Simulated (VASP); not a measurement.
Wanted: the native input for a VASP 6.6.1 run.

| Item | Value |
| --- | --- |
| Task | relaxation of cell and atoms |
| Functional | PBE |
| Potentials or basis | VASP PAW PBE potentials, release 64 (Ge_d) |
| Cutoff | 600 eV |
| k mesh | 10 × 10 × 4 |
| Occupations | gaussian, width 0.1 eV |
| Spin | no spin polarisation |
| Dipole correction | no |
| Further INCAR settings | ALGO = Fast; EDIFF = 1e-06; IBRION = 2; EDIFFG = -0.01; NSW = 100; ISIF = 3 |

The structure of Ge lies in POSCAR:

```
Ge
1.0
    2.0455949534     -3.5719483117      0.0000000000
    2.0455949534      3.5719483117      0.0000000000
    0.0000000000      0.0000000000      8.9949186445
Ge
6
Direct
    0.0000000000      0.5000000000      0.3324938172
    0.5000000000      0.0000000000      0.6675061828
    0.5000000000      0.0000000000      0.1675061828
    0.0000000000      0.5000000000      0.8324938172
    0.0000000000      0.0000000000      0.5000000000
    0.5000000000      0.5000000000      0.0000000000
```

The cell was generated, and may not be a known phase.

One way to write it, as run:

INCAR

```
  ALGO = Fast
  EDIFF = 1E-6
  EDIFFG = -0.01
  ENCUT = 600
  GGA = PE
  IBRION = 2
  ISIF = 3
  ISMEAR = 0
  KPAR = 4
  LASPH = True
  LCHARG = False
  LREAL = False
  LWAVE = False
  NELM = 80
  NSW = 100
  PREC = Accurate
  SIGMA = 0.1
```

KPOINTS

```
k-points
0
Gamma
  10 10 4
```

Potentials or basis: VASP PAW PBE potentials, release 64 (Ge_d).

The run is started by

```sh
$ cat potpaw_PBE.64/Ge_d/POTCAR > POTCAR
$ mpirun -np 4 vasp_std > vasp.out
```

It gave:

```
Relaxed volume                        : 21.95 Å³/atom
Relaxed cell                          : a = 4.135 Å, b = 4.135 Å, c = 8.961 Å, α = 90.00°, β = 90.00°, γ = 120.72°
Space group after relaxing (to 0.1 Å) : Ccce (No. 68)
Energy gained by relaxing             : 0.2 meV/atom
Ionic steps                           : 7
Pressure after relaxing               : 0.0 GPa
Band gap on the k mesh                : zero (bands 42 and 43 overlap by 0.90 eV)
```

Run time: 32 min on 4 MPI ranks on Oxide Virtual Turin-like Processor, on a shared host, peak memory 0.64 GiB a rank.
